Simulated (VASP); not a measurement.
# C (Fd-3m) in VASP: further runs, part 2 of 2

VASP 6.6.1. The steps go on from the part before.

## (3) Single point, PBEsol

This run uses another cell than the first one, of 5.67 Å³/atom, 1.026 times its volume.

File INCAR:

```
SYSTEM = C
  PREC = Accurate
  ENCUT = 600
  EDIFF = 1E-6
  ISMEAR = 0
  SIGMA = 0.01
  LREAL = .False.
  LASPH = .True.
  NELM = 120
  ALGO = Normal
  ISIF = 2
  LWAVE = .False.
  LCHARG = .False.
  GGA = PS
  NBANDS = 11
  GGA_COMPAT = .False.
```

File KPOINTS:

```
regular mesh
0
Gamma
  9 9 9
  0 0 0
```

File POSCAR:

```
C
1.0
    0.0000000000      1.7833700000      1.7833700000
    1.7833700000      0.0000000000      1.7833700000
    1.7833700000      1.7833700000      0.0000000000
C
2
Direct
    0.0000000000      0.0000000000      0.0000000000
    0.2500000000      0.2500000000      0.2500000000
```

Potentials or basis: VASP PAW PBE potentials, release 64 (C).

Started as:

```console
$ cat potpaw_PBE.64/C/POTCAR > POTCAR
$ mpirun -np 1 vasp_std > vasp.out
```

OUTCAR:

```text
SYSTEM = C
   PREC = Accurate
   ENCUT = 600
   EDIFF = 1E-6
   ISMEAR = 0
   LREAL = .False.
   LASPH = .True.
   NELM = 120
   ISIF = 2
   GGA = PS

 ion  position               nearest neighbor table
   1  0.000  0.000  0.000-   2 1.54   2 1.54   2 1.54   2 1.54
   2  0.250  0.250  0.250-   1 1.54   1 1.54   1 1.54   1 1.54

  LATTYP: Found a face centered cubic cell.
 ALAT       =     3.5667400000

  Lattice vectors:

 A1 = (   0.0000000000,   1.7833700000,   1.7833700000)
 A2 = (   1.7833700000,   0.0000000000,   1.7833700000)
 A3 = (   1.7833700000,   1.7833700000,   0.0000000000)

Analysis of symmetry for initial positions (statically):
=====================================================================
 Subroutine PRICEL returns:
 Original cell was already a primitive cell.

 Routine SETGRP: Setting up the symmetry group for a
 face centered cubic supercell.

 Subroutine GETGRP returns: Found 48 space group operations
 (whereof 24 operations were pure point group operations)
 out of a pool of 48 trial point group operations.

[... 165 lines left out ...]

 val. band max:        9.7082370677   @ k =   0.0000   0.0000   0.0000
 cond. band min:      13.7439459981   @ k =   0.3333   0.3333   0.0000
 fundamental gap:      4.0357089304
 Fermi energy:         9.8854920560

 k-point     1 :       0.0000    0.0000    0.0000
  band No.  band energies     occupation
      1     -11.8131      2.00000
      2       9.7082      2.00000
      3       9.7082      2.00000
      4       9.7082      2.00000
      5      15.2476      0.00000
      6      15.2476      0.00000
      7      15.2476      0.00000
      8      23.0764      0.00000
      9      28.6664      0.00000
     10      36.1767      0.00000
     11      36.1767      0.00000
[... 309 lines left out ...]
 k-point    24 :       0.4444    0.4444    0.0000
  band No.  band energies     occupation
      1      -4.7945      2.00000
      2      -1.2342      2.00000
      3       3.4818      2.00000
      4       3.4818      2.00000
      5      13.9024      0.00000
      6      14.9845      0.00000
      7      26.1202      0.00000
      8      26.1202      0.00000
      9      32.3153      0.00000
     10      33.0269      0.00000
     11      42.2826      0.00000

 [... further k-points ...]
[... 5 lines left out ...]
  --------------------------------------------------------------------------------------
  -------------------------------------------------------------------------------------
  Total       -0.3118203     -0.3118203     -0.3118203      0.0000000      0.0000000      0.0000000
  in kB      -44.0413511    -44.0413511    -44.0413511      0.0000000      0.0000000      0.0000000
  external PRESSURE =     -44.0413511 kB  Pullay stress =       0.0000000 kB

 VOLUME and BASIS-vectors are now :
 -----------------------------------------------------------------------------
  energy-cutoff  :      600.00
  volume of cell :       11.34
      direct lattice vectors                 reciprocal lattice vectors
     0.000000000  1.783370000  1.783370000    -0.280368067  0.280368067  0.280368067
     1.783370000  0.000000000  1.783370000     0.280368067 -0.280368067  0.280368067
     1.783370000  1.783370000  0.000000000     0.280368067  0.280368067 -0.280368067

 POSITION                                       TOTAL-FORCE (eV/Angst)
 -----------------------------------------------------------------------------------
      0.00000      0.00000      0.00000         0.000000      0.000000      0.000000
      0.89168      0.89168      0.89168        -0.000000     -0.000000     -0.000000
 -----------------------------------------------------------------------------------
    total drift:                                0.000000      0.000000      0.000000

  FREE ENERGIE OF THE ION-ELECTRON SYSTEM (eV)
  ---------------------------------------------------
  free  energy   TOTEN  =       -19.2529704310 eV

  energy  without entropy=      -19.2529704310  energy(sigma->0) =      -19.25297043
```

OSZICAR:

```text
N       E                     dE             d eps       ncg     rms          rms(c)
DAV:   1     0.977637476136E+00    0.97764E+00   -0.54355E+03   802   0.816E+02
DAV:   2    -0.194766310490E+02   -0.20454E+02   -0.19778E+02  1017   0.132E+02
DAV:   3    -0.199140706048E+02   -0.43744E+00   -0.43626E+00   899   0.146E+01
DAV:   4    -0.199148491393E+02   -0.77853E-03   -0.77852E-03   832   0.741E-01
DAV:   5    -0.199148499844E+02   -0.84516E-06   -0.84518E-06   892   0.242E-02    0.556E+00
DAV:   6    -0.194237082023E+02    0.49114E+00   -0.25112E-01   794   0.347E+00    0.327E+00
DAV:   7    -0.192523911078E+02    0.17132E+00   -0.30233E-01   827   0.385E+00    0.680E-01
DAV:   8    -0.192529441341E+02   -0.55303E-03   -0.74697E-03   812   0.681E-01    0.294E-02
DAV:   9    -0.192529621813E+02   -0.18047E-04   -0.15366E-05   919   0.358E-02    0.214E-02
DAV:  10    -0.192529705834E+02   -0.84021E-05   -0.36255E-06   812   0.167E-02    0.440E-03
DAV:  11    -0.192529704310E+02    0.15238E-06   -0.91365E-08   471   0.265E-03
   1 F= -.19252970E+02 E0= -.19252970E+02  d E =-.817542-141
```

stdout:

```text
POSCAR found type information on POSCAR C
 POSCAR found :  1 types and       2 ions
 scaLAPACK will be used
 -----------------------------------------------------------------------------
|                                                                             |
|                                                                             |
|     You enforced a specific xc type in the INCAR file but a different       |
|     I HOPE YOU KNOW WHAT YOU ARE DOING!                                     |
|                                                                             |
 -----------------------------------------------------------------------------

 LDA part: xc-table for (Slater+PW92), standard interpolation
 POSCAR, INCAR and KPOINTS ok, starting setup
 FFT: planning ... GRIDC
 FFT: planning ... GRID_SOFT
 FFT: planning ... GRID
 WAVECAR not read
 entering main loop
```

Run time: 8 s. Hardware: 1 thread of Intel Xeon 8259CL, shared host; peak memory 0.12 GiB.

What came out:

| Property | Result |
| --- | --- |
| Free energy | -19.2530 eV |
| Pressure | -4.4 GPa |
| Band gap on the k mesh | 4.04 eV, indirect (least direct gap 5.54 eV) |

Levels at points of the mesh, in eV from the valence-band top:
| k point | band 1 | band 2 | band 3 | band 4 | band 5 | band 6 | band 7 | band 8 | band 9 |
| --- | --- | --- | --- | --- | --- | --- | --- | --- | --- |
| (0.00, 0.00, 0.00) | -21.52 | 0.00 | 0.00 | 0.00 | 5.54 | 5.54 | 5.54 | 13.37 | 18.96 |

Caveat: the PAW data sets were made with another functional, which shifts forces and pressure a little. PBEsol gaps usually lie below the measured ones, often by a third to a half.

## (4) Single point, PBEsol

This run uses another cell than the first one, of 5.81 Å³/atom, 1.051 times its volume.

File INCAR:

```
SYSTEM = C
ALGO = Normal
EDIFF = 1E-6
ENCUT = 600
GGA = PS
GGA_COMPAT = .FALSE.
ISIF = 2
ISMEAR = 0
LASPH = .TRUE.
LCHARG = .FALSE.
LREAL = .FALSE.
LWAVE = .FALSE.
NBANDS = 11
NELM = 120
PREC = Accurate
SIGMA = 0.01
```

File KPOINTS:

```
k-points
0
G
  9 9 9
  0 0 0
```

File POSCAR:

```
C
1.0
    0.0000000000      1.7981092634      1.7981092634
    1.7981092634      0.0000000000      1.7981092634
    1.7981092634      1.7981092634      0.0000000000
C
2
Direct
    0.0000000000      0.0000000000      0.0000000000
    0.2500000000      0.2500000000      0.2500000000
```

Started as:

```console
$ cat potpaw_PBE.64/C/POTCAR > POTCAR
$ mpirun -np 1 vasp_std > vasp.out
```

Run time: 8.4 s. Hardware: 1 thread of Intel Xeon 8259CL, shared host; peak memory 0.12 GiB.

It converged, with:

```
Free energy            : -19.2370 eV
Pressure               : -14.7 GPa
Band gap on the k mesh : 3.98 eV, indirect (least direct gap 5.47 eV)
```

Levels at points of the mesh, in eV from the valence-band top:
| k point | band 1 | band 2 | band 3 | band 4 | band 5 | band 6 | band 7 | band 8 |
| --- | --- | --- | --- | --- | --- | --- | --- | --- |
| (0.00, 0.00, 0.00) | -21.19 | 0.00 | 0.00 | 0.00 | 5.47 | 5.47 | 5.47 | 12.81 |

Caveat: the PAW data sets were made with another functional, which shifts forces and pressure a little. PBEsol gaps usually lie below the measured ones, often by a third to a half.

## (5) Single point, PBEsol

This run uses another cell than the first one, of 5.96 Å³/atom, 1.077 times its volume.

INCAR is that of step 4.

KPOINTS is that of step 4.

File POSCAR:

```
C
1.0
    0.0000000000      1.8126107709      1.8126107709
    1.8126107709      0.0000000000      1.8126107709
    1.8126107709      1.8126107709      0.0000000000
C
2
Direct
    0.0000000000      0.0000000000      0.0000000000
    0.2500000000      0.2500000000      0.2500000000
```

Started as:

```console
$ cat potpaw_PBE.64/C/POTCAR > POTCAR
$ mpirun -np 1 vasp_std > vasp.out
```

Wall time 7.4 s (1 thread of Intel Xeon 8259CL, shared host); peak memory 0.12 GiB.

The run converged. Its results:

```
Free energy            : -19.2038 eV
Pressure               : -23.8 GPa
Band gap on the k mesh : 3.93 eV, indirect (least direct gap 5.41 eV)
```

Levels at points of the mesh, in eV from the valence-band top:
| k point | band 1 | band 2 | band 3 | band 4 | band 5 | band 6 | band 7 | band 8 |
| --- | --- | --- | --- | --- | --- | --- | --- | --- |
| (0.00, 0.00, 0.00) | -20.88 | 0.00 | 0.00 | 0.00 | 5.41 | 5.41 | 5.41 | 12.27 |

Caveat: the PAW data sets were made with another functional, which shifts forces and pressure a little.

## (6) The runs side by side

| cell | gap on the mesh (eV) | pressure (GPa) |
| --- | --- | --- |
| a = 2.501 Å, angles 60.0°, 2 atoms | 4.09 | 7.2 |
| a = 2.522 Å, angles 60.0°, 2 atoms | 4.04 | -4.4 |
| a = 2.543 Å, angles 60.0°, 2 atoms | 3.98 | -14.7 |
| a = 2.563 Å, angles 60.0°, 2 atoms | 3.93 | -23.8 |

Alike in all rows: task single point; level PBEsol; potentials or basis VASP PAW PBE potentials, release 64 (C); no spin polarisation; k mesh 9 × 9 × 9; cutoff (eV) 600; smearing gaussian 0.01 eV.

Caveats: the PAW data sets were made with another functional, which shifts forces and pressure a little.

Absolute energies hang on the potentials; compare differences alone.
